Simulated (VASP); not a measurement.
# MgO (R-3m) in VASP: notebook

MgO is run at these levels: PBE; tasks: single point.

Everything below comes from runs of VASP 6.6.1. Logs are shortened: lines on timing, memory, paths and dates and some standing lists are left out, and cuts for length are marked.

**1. The cell of the first run**

Symmetry: R-3m, No. 166, trigonal system. Conventional cell: a = 2.884 Å, b = 2.884 Å, c = 7.355 Å, α = 90.00°, β = 90.00°, γ = 120.00°. Mg (site symmetry -3m) has 6 O at 2.07 Å within 2.7 Å. Within 2.7 Å of O (site symmetry -3m) lie 6 Mg at 2.07 Å.

**2. Single point, PBE (epitaxial 111 strain -3.0%)**

INCAR reads:

```
SYSTEM = MgO
  ALGO = Normal
  EDIFF = 1E-6
  ENCUT = 520
  GGA = PE
  ISIF = 2
  ISMEAR = -1
  LASPH = .True.
  LCHARG = .False.
  LREAL = .False.
  LWAVE = .False.
  NBANDS = 11
  NELM = 100
  PREC = Accurate
  SIGMA = 0.02
```

KPOINTS reads:

```
k-points
0
Gamma
  10 10 10
  0 0 0
```

POSCAR reads:

```
MgO
1.0
    0.0561362781      2.0952386711      2.0952386711
    2.0952386711      0.0561362781      2.0952386711
    2.0952386711      2.0952386711      0.0561362781
Mg O
1 1
Direct
    0.0000000000      0.0000000000      0.0000000000
    0.5000000000      0.5000000000      0.5000000000
```

Potentials or basis: VASP PAW PBE potentials, release 64 (Mg, O).

On the command line:

```sh
cat potpaw_PBE.64/Mg/POTCAR potpaw_PBE.64/O/POTCAR > POTCAR
mpirun -np 1 vasp_std > vasp.out
```

OUTCAR:

```text
SYSTEM = MgO
   EDIFF = 1E-6
   ENCUT = 520
   GGA = PE
   ISIF = 2
   ISMEAR = -1
   LASPH = .True.
   LREAL = .False.
   NELM = 100
   PREC = Accurate

 ion  position               nearest neighbor table
   1  0.000  0.000  0.000-   2 2.07   2 2.07   2 2.07   2 2.07   2 2.07   2 2.07
   2  0.500  0.500  0.500-   1 2.07   1 2.07   1 2.07   1 2.07   1 2.07   1 2.07

  LATTYP: Found a trigonal (rhomboedric) cell.
 ALAT       =     2.9636466489
 COS(alpha) =     0.5266033020

  Lattice vectors:

 A1 = (   0.0561362781,   2.0952386711,   2.0952386711)
 A2 = (   2.0952386711,   0.0561362781,   2.0952386711)
 A3 = (   2.0952386711,   2.0952386711,   0.0561362781)

Analysis of symmetry for initial positions (statically):
=====================================================================
 Subroutine PRICEL returns:
 Original cell was already a primitive cell.

 Routine SETGRP: Setting up the symmetry group for a
 trigonal (rhombohedral) supercell.

 Subroutine GETGRP returns: Found 12 space group operations
 (whereof 12 operations were pure point group operations)
 out of a pool of 12 trial point group operations.

The static configuration has the point symmetry D_3d.

Analysis of symmetry for dynamics (positions and initial velocities):
=====================================================================
 Subroutine PRICEL returns:
 Original cell was already a primitive cell.

 Routine SETGRP: Setting up the symmetry group for a
 trigonal (rhombohedral) supercell.

 Subroutine GETGRP returns: Found 12 space group operations
 (whereof 12 operations were pure point group operations)
 out of a pool of 12 trial point group operations.

The dynamic configuration has the point symmetry D_3d.

 Subroutine INISYM returns: Found 12 space group operations
 (whereof 12 operations are pure point group operations),
 and found     1 'primitive' translations

----------------------------------------------------------------------------------------

                                     Primitive cell

  volume of cell :      17.6572

  direct lattice vectors                    reciprocal lattice vectors
     0.056136278  2.095238671  2.095238671    -0.248447325  0.241964537  0.241964537
     2.095238671  0.056136278  2.095238671     0.241964537 -0.248447325  0.241964537
     2.095238671  2.095238671  0.056136278     0.241964537  0.241964537 -0.248447325

  length of vectors
     2.963646649  2.963646649  2.963646649     0.422870840  0.422870840  0.422870840

  position of ions in fractional coordinates (direct lattice)
     0.000000000  0.000000000  0.000000000
     0.500000000  0.500000000  0.500000000

  ion indices of the primitive-cell ions
   primitive index   ion index
                 1           1
                 2           2

----------------------------------------------------------------------------------------

 KPOINTS: k-points

Automatic generation of k-mesh.
 Grid dimensions read from file:
 generate k-points for:   10   10   10

 Generating k-lattice:

  Cartesian coordinates                     Fractional coordinates (reciprocal lattice)
    -0.024844732  0.024196454  0.024196454     0.100000000 -0.000000000 -0.000000000
     0.024196454 -0.024844732  0.024196454    -0.000000000  0.100000000 -0.000000000
     0.024196454  0.024196454 -0.024844732    -0.000000000 -0.000000000  0.100000000

  Length of vectors
     0.042287084  0.042287084  0.042287084

  Shift w.r.t. Gamma in fractional coordinates (k-lattice)
     0.000000000  0.000000000  0.000000000

 Subroutine IBZKPT returns following result:
 ===========================================

 Found    116 irreducible k-points:

 Following reciprocal coordinates:
            Coordinates               Weight
  0.000000  0.000000  0.000000      1.000000
  0.100000  0.000000  0.000000      6.000000
  0.200000  0.000000  0.000000      6.000000
  0.300000 -0.000000 -0.000000      6.000000
  0.400000 -0.000000 -0.000000      6.000000
  0.500000  0.000000  0.000000      3.000000
[... 16 lines left out ...]
  0.300000  0.300000 -0.000000      6.000000
  0.400000  0.300000  0.000000     12.000000
 [... further k-points ...]
   k-points           NKPTS =    116   k-points in BZ     NKDIM =    116   number of bands    NBANDS=     11
   number of dos      NEDOS =    301   number of ions     NIONS =      2
   total plane-waves  NPLWV =  13824
   dimension x,y,z NGX =    24 NGY =   24 NGZ =   24
   dimension x,y,z NGXF=    48 NGYF=   48 NGZF=   48
   ions per type =               1   1
   NGX,Y,Z   is equivalent  to a cutoff of  13.46, 13.46, 13.46 a.u.
   NGXF,Y,Z  is equivalent  to a cutoff of  26.93, 26.93, 26.93 a.u.
 SYSTEM =  MgO
   PREC   = accura    normal or accurate (medium, high low for compatibility)
   ISTART =      0    job   : 0-new  1-cont  2-samecut
   ICHARG =      2    charge: 1-file 2-atom 10-const
   ISPIN  =      1    spin polarized calculation?
   LNONCOLLINEAR =      F non collinear calculations
[... 56 lines left out ...]
 fundamental gap:      5.1490449061
 Fermi energy:         4.2058607429

 k-point     1 :       0.0000    0.0000    0.0000
  band No.  band energies     occupation
      1     -13.9328      2.00000
      2       3.4090      2.00000
      3       3.7447      2.00000
      4       3.7447      2.00000
      5       8.8938      0.00000
      6      18.9925      0.00000
      7      20.1561      0.00000
      8      20.1561      0.00000
      9      23.7733      0.00000
     10      25.6806      0.00000
     11      25.6806      0.00000

 k-point     2 :       0.1000    0.0000    0.0000
  band No.  band energies     occupation
      1     -13.8135      2.00000
      2       3.0197      2.00000
      3       3.3928      2.00000
      4       3.6643      2.00000
      5       9.5148      0.00000
      6      18.5712      0.00000
      7      19.4775      0.00000
      8      20.4012      0.00000
      9      24.8180      0.00000
     10      25.1119      0.00000
     11      25.6366      0.00000

 k-point     3 :       0.2000    0.0000    0.0000
  band No.  band energies     occupation
      1     -13.4838      2.00000
      2       1.6565      2.00000
      3       3.1864      2.00000
      4       3.4613      2.00000
      5      10.6867      0.00000
      6      17.0882      0.00000
      7      20.0263      0.00000
      8      20.8658      0.00000
      9      23.9877      0.00000
     10      24.6198      0.00000
     11      26.7431      0.00000

 k-point     4 :       0.3000   -0.0000   -0.0000
  band No.  band energies     occupation
      1     -13.0348      2.00000
      2       0.2468      2.00000
      3       2.9666      2.00000
      4       3.2235      2.00000
      5      11.5275      0.00000
      6      16.5158      0.00000
      7      20.3353      0.00000
      8      20.9415      0.00000
      9      24.2568      0.00000
     10      25.2801      0.00000
     11      26.1466      0.00000

 k-point     5 :       0.4000   -0.0000   -0.0000
  band No.  band energies     occupation
      1     -12.6281      2.00000
      2      -0.8000      2.00000
      3       2.7990      2.00000
      4       3.0405      2.00000
      5      11.7651      0.00000
      6      16.7752      0.00000
      7      20.1945      0.00000
      8      20.7253      0.00000
      9      25.3406      0.00000
     10      25.7034      0.00000
     11      26.6987      0.00000
[... 211 lines left out ...]
 k-point    21 :      -0.3000    0.2000    0.0000
  band No.  band energies     occupation
      1     -12.5373      2.00000
      2      -0.2050      2.00000
      3       1.7403      2.00000
      4       2.7984      2.00000
      5      13.2963      0.00000
      6      15.9545      0.00000
      7      18.4356      0.00000
      8      21.3402      0.00000
      9      24.0880      0.00000
     10      25.8801      0.00000
     11      29.5536      0.00000

 k-point    22 :      -0.2000    0.2000    0.0000
  band No.  band energies     occupation
      1     -12.8951      2.00000
      2       0.4153      2.00000
      3       2.2464      2.00000
      4       3.0335      2.00000
      5      12.5675      0.00000
      6      15.8254      0.00000
      7      19.3330      0.00000
      8      21.8271      0.00000
      9      22.2256      0.00000
     10      25.9795      0.00000
     11      29.2717      0.00000

 k-point    23 :       0.3000    0.3000   -0.0000
  band No.  band energies     occupation
      1     -12.8352      2.00000
      2       0.3274      2.00000
      3       2.4825      2.00000
      4       2.7921      2.00000
      5      13.0264      0.00000
      6      14.2176      0.00000
      7      18.6853      0.00000
      8      21.9870      0.00000
      9      22.5646      0.00000
     10      28.4202      0.00000
     11      32.0488      0.00000

 k-point    24 :       0.4000    0.3000    0.0000
  band No.  band energies     occupation
      1     -12.5551      2.00000
      2      -0.1196      2.00000
      3       2.3125      2.00000
      4       2.3899      2.00000
      5      13.4033      0.00000
      6      14.3535      0.00000
      7      17.8324      0.00000
      8      22.2954      0.00000
      9      23.0562      0.00000
     10      29.1599      0.00000
     11      31.6508      0.00000

 [... further k-points ...]
[... 5 lines left out ...]
  --------------------------------------------------------------------------------------
  -------------------------------------------------------------------------------------
  Total        1.6066593      1.6066593      1.6066593     -0.4940580     -0.4940580     -0.4940580
  in kB      145.7852433    145.7852433    145.7852433    -44.8298891    -44.8298891    -44.8298891
  external PRESSURE =     145.7852433 kB  Pullay stress =       0.0000000 kB

 VOLUME and BASIS-vectors are now :
 -----------------------------------------------------------------------------
  energy-cutoff  :      520.00
  volume of cell :       17.66
      direct lattice vectors                 reciprocal lattice vectors
     0.056136278  2.095238671  2.095238671    -0.248447325  0.241964537  0.241964537
     2.095238671  0.056136278  2.095238671     0.241964537 -0.248447325  0.241964537
     2.095238671  2.095238671  0.056136278     0.241964537  0.241964537 -0.248447325

 POSITION                                       TOTAL-FORCE (eV/Angst)
 -----------------------------------------------------------------------------------
      0.00000      0.00000      0.00000        -0.000000     -0.000000     -0.000000
      2.12331      2.12331      2.12331         0.000000      0.000000      0.000000
 -----------------------------------------------------------------------------------
    total drift:                               -0.000000     -0.000000      0.000000

  FREE ENERGIE OF THE ION-ELECTRON SYSTEM (eV)
  ---------------------------------------------------
  free  energy   TOTEN  =       -11.8267704489 eV

  energy  without entropy=      -11.8267704489  energy(sigma->0) =      -11.82677045
```

Run time: 14 s. Hardware: 1 thread of Intel Xeon 6975P-C, shared host; peak memory 0.16 GiB.

Results:

| Quantity | Value |
| --- | --- |
| Free energy | -11.8268 eV |
| Pressure | 14.6 GPa |
| Band gap on the k mesh | 5.15 eV, direct |

Stress tensor (GPa, compression positive):
```
14.58 -4.48 -4.48
-4.48 14.58 -4.48
-4.48 -4.48 14.58
```

Caveat: the cell differs from its parent crystal (epitaxial 111 strain -3.0%).

**3. Single point, PBE (epitaxial 111 strain -2.0%)**

INCAR reads:

```
SYSTEM = MgO
ALGO = Normal
EDIFF = 1E-6
ENCUT = 520
GGA = PE
ISIF = 2
ISMEAR = -1
LASPH = .TRUE.
LCHARG = .FALSE.
LREAL = .FALSE.
LWAVE = .FALSE.
NBANDS = 11
NELM = 100
PREC = Accurate
SIGMA = 0.02
```

KPOINTS reads:

```
k-points
0
G
  10 10 10
  0 0 0
```

POSCAR reads:

```
MgO
1.0
    0.0374105964      2.0975346636      2.0975346636
    2.0975346636      0.0374105964      2.0975346636
    2.0975346636      2.0975346636      0.0374105964
Mg O
1 1
Direct
    0.0000000000      0.0000000000      0.0000000000
    0.5000000000      0.5000000000      0.5000000000
```

Potentials or basis: VASP PAW PBE potentials, release 64 (Mg, O).

On the command line:

```sh
cat potpaw_PBE.64/Mg/POTCAR potpaw_PBE.64/O/POTCAR > POTCAR
mpirun -np 1 vasp_std > vasp.out
```

Run time: 16 s. Hardware: 1 thread of Intel Xeon 6975P-C, shared host; peak memory 0.16 GiB.

Results (log left out):

| Property | Result |
| --- | --- |
| Free energy | -11.8628 eV |
| Pressure | 11.1 GPa |
| Band gap on the k mesh | 5.03 eV, direct |

Stress tensor (GPa, compression positive):
```
11.07 -2.87 -2.87
-2.87 11.07 -2.87
-2.87 -2.87 11.07
```

Levels at points of the mesh, in eV from the valence-band top:
| k point | band 1 | band 2 | band 3 | band 4 | band 5 | band 6 | band 7 | band 8 | band 9 |
| --- | --- | --- | --- | --- | --- | --- | --- | --- | --- |
| (0.00, 0.00, 0.00) | -17.54 | -0.22 | 0.00 | 0.00 | 5.03 | 15.44 | 16.22 | 16.22 | 19.95 |
| (0.50, 0.00, 0.00) | -16.13 | -4.83 | -0.89 | -0.73 | 8.00 | 13.07 | 16.35 | 16.70 | 21.33 |
| (0.50, 0.50, 0.00) | -15.88 | -4.32 | -1.59 | -1.36 | 9.05 | 10.37 | 13.43 | 19.34 | 19.69 |
| (0.50, 0.50, 0.50) | -16.23 | -4.96 | -0.65 | -0.65 | 8.27 | 12.68 | 17.04 | 17.04 | 21.66 |

Caveat: the cell differs from its parent crystal (epitaxial 111 strain -2.0%).

**4. Single point, PBE (epitaxial 111 strain -1.0%)**

INCAR reads:

```
SYSTEM = MgO
  PREC = Accurate
  ENCUT = 520
  EDIFF = 1E-6
  ISMEAR = -1
  SIGMA = 0.02
  LREAL = .False.
  LASPH = .True.
  NELM = 60
  ALGO = Normal
  ISIF = 2
  LWAVE = .False.
  LCHARG = .False.
  GGA = PE
  NBANDS = 11
```

KPOINTS reads:

```
Automatic mesh
0
Gamma
  10 10 10
  0 0 0
```

POSCAR reads:

```
MgO
1.0
    0.0187185858      2.0998643271      2.0998643271
    2.0998643271      0.0187185858      2.0998643271
    2.0998643271      2.0998643271      0.0187185858
Mg O
1 1
Direct
    0.0000000000      0.0000000000      0.0000000000
    0.5000000000      0.5000000000      0.5000000000
```

On the command line:

```sh
cat potpaw_PBE.64/Mg/POTCAR potpaw_PBE.64/O/POTCAR > POTCAR
mpirun -np 1 vasp_std > vasp.out
```

Run time: 11 s. Hardware: 1 thread of Intel Xeon 6975P-C (Granite Rapids), shared host; peak memory 0.15 GiB.

Results (log left out):

* Free energy: -11.8878 eV
* Pressure: 7.9 GPa
* Band gap on the k mesh: 4.91 eV, direct

Stress tensor (GPa, compression positive):
```
 7.87 -1.38 -1.38
-1.38  7.87 -1.38
-1.38 -1.38  7.87
```

Levels at points of the mesh, in eV from the valence-band top:
```tsv
k point	band 1	band 2	band 3	band 4	band 5	band 6	band 7	band 8	band 9
(0.00, 0.00, 0.00)	-17.41	-0.10	0.00	0.00	4.91	15.63	16.02	16.02	19.86
(0.50, 0.00, 0.00)	-16.06	-4.73	-0.77	-0.70	7.97	12.87	16.36	16.53	21.15
(0.50, 0.50, 0.00)	-15.81	-4.21	-1.47	-1.36	9.10	10.19	13.30	19.19	19.37
(0.50, 0.50, 0.50)	-16.11	-4.80	-0.65	-0.65	8.10	12.68	16.70	16.70	21.32
```

Caveat: the cell differs from its parent crystal (epitaxial 111 strain -1.0%).

**5. Single point, PBE (epitaxial 111 strain +1.0%)**

INCAR reads:

```
PREC = Accurate
ENCUT = 520
EDIFF = 1E-7
ISMEAR = -1
SIGMA = 0.02
LREAL = F
LASPH = T
NELM = 80
ALGO = Normal
ISIF = 2
LWAVE = F
LCHARG = F
GGA = PE
NBANDS = 11
```

KPOINTS reads:

```
Automatic mesh
0
Gamma
  10 10 10
```

POSCAR reads:

```
MgO
1.0
   -0.0186088284      2.1045802612      2.1045802612
    2.1045802612     -0.0186088284      2.1045802612
    2.1045802612      2.1045802612     -0.0186088284
Mg O
1 1
Direct
    0.0000000000      0.0000000000      0.0000000000
    0.5000000000      0.5000000000      0.5000000000
```

On the command line:

```sh
cat potpaw_PBE.64/Mg/POTCAR potpaw_PBE.64/O/POTCAR > POTCAR
mpirun -np 1 vasp_std > vasp.out
```

It took 11 s on 1 thread of Intel Xeon 6975P-C (Granite Rapids), shared host; peak memory 0.15 GiB.

The run converged. Its results:

```yaml
Free_energy: -11.9078 eV
Pressure: 2.1 GPa
Band_gap_on_the_k_mesh: 4.55 eV, direct
```

Stress tensor (GPa, compression positive):
```
2.14 1.26 1.26
1.26 2.14 1.26
1.26 1.26 2.14
```

Levels at points of the mesh, in eV from the valence-band top:
| k point | band 1 | band 2 | band 3 | band 4 | band 5 | band 6 | band 7 | band 8 |
| --- | --- | --- | --- | --- | --- | --- | --- | --- |
| (0.00, 0.00, 0.00) | -17.27 | -0.10 | -0.10 | 0.00 | 4.55 | 15.54 | 15.54 | 15.93 |
| (0.50, 0.00, 0.00) | -16.03 | -4.65 | -0.72 | -0.65 | 7.79 | 12.37 | 16.11 | 16.28 |
| (0.50, 0.50, 0.00) | -15.76 | -4.10 | -1.45 | -1.34 | 9.03 | 9.80 | 12.91 | 18.65 |
| (0.50, 0.50, 0.50) | -15.98 | -4.58 | -0.76 | -0.76 | 7.67 | 12.56 | 15.94 | 15.94 |

Caveat: the cell differs from its parent crystal (epitaxial 111 strain +1.0%).

**6. Single point, PBE (epitaxial 111 strain +2.0%)**

INCAR reads:

```
SYSTEM = MgO
  PREC = Accurate
  ENCUT = 520
  EDIFF = 1E-7
  ISMEAR = -1
  SIGMA = 0.02
  LREAL = .False.
  LASPH = .True.
  NELM = 60
  ALGO = Normal
  ISIF = 2
  LWAVE = .False.
  LCHARG = .False.
  GGA = PE
  NBANDS = 11
```

KPOINTS reads:

```
regular mesh
0
Gamma
  10 10 10
  0 0 0
```

POSCAR reads:

```
MgO
1.0
   -0.0372806204      2.1069301434      2.1069301434
    2.1069301434     -0.0372806204      2.1069301434
    2.1069301434      2.1069301434     -0.0372806204
Mg O
1 1
Direct
    0.0000000000      0.0000000000      0.0000000000
    0.5000000000      0.5000000000      0.5000000000
```

Potentials or basis: VASP PAW PBE potentials, release 64 (Mg, O).

On the command line:

```sh
cat potpaw_PBE.64/Mg/POTCAR potpaw_PBE.64/O/POTCAR > POTCAR
mpirun -np 1 vasp_std > vasp.out
```

It took 12 s on 1 thread of Intel Xeon 6975P-C (Granite Rapids), shared host; peak memory 0.15 GiB.

Results (log left out):

```yaml
Free_energy: -11.9040 eV
Pressure: -0.4 GPa
Band_gap_on_the_k_mesh: 4.33 eV, direct
```

Stress tensor (GPa, compression positive):
```
-0.41  2.42  2.42
 2.42 -0.41  2.42
 2.42  2.42 -0.41
```

Levels at points of the mesh, in eV from the valence-band top:
```tsv
k point	band 1	band 2	band 3	band 4	band 5	band 6	band 7	band 8
(0.00, 0.00, 0.00)	-17.25	-0.19	-0.19	0.00	4.33	15.27	15.27	16.05
(0.50, 0.00, 0.00)	-16.05	-4.66	-0.78	-0.64	7.65	12.06	15.86	16.21
(0.50, 0.50, 0.00)	-15.78	-4.10	-1.54	-1.33	8.89	9.61	12.67	18.25
(0.50, 0.50, 0.50)	-15.97	-4.53	-0.86	-0.86	7.43	12.45	15.53	15.53
```

Caveat: the cell differs from its parent crystal (epitaxial 111 strain +2.0%).

**7. Summary**

```csv
cell,gap on the mesh (eV),pressure (GPa)
"a = 2.964 Å, angles 58.2°, 2 atoms",5.15,14.6
"a = 2.967 Å, angles 58.8°, 2 atoms",5.03,11.1
"a = 2.970 Å, angles 59.4°, 2 atoms",4.91,7.9
"a = 2.976 Å, angles 60.6°, 2 atoms",4.55,2.1
"a = 2.980 Å, angles 61.2°, 2 atoms",4.33,-0.4
```

Alike in all rows: task single point; level PBE; potentials or basis VASP PAW PBE potentials, release 64 (Mg, O); no spin polarisation; k mesh 10 × 10 × 10; cutoff (eV) 520; smearing fermi-dirac 0.02 eV.

Total energies depend on the potentials used, so only differences within one code and one set of settings carry meaning.
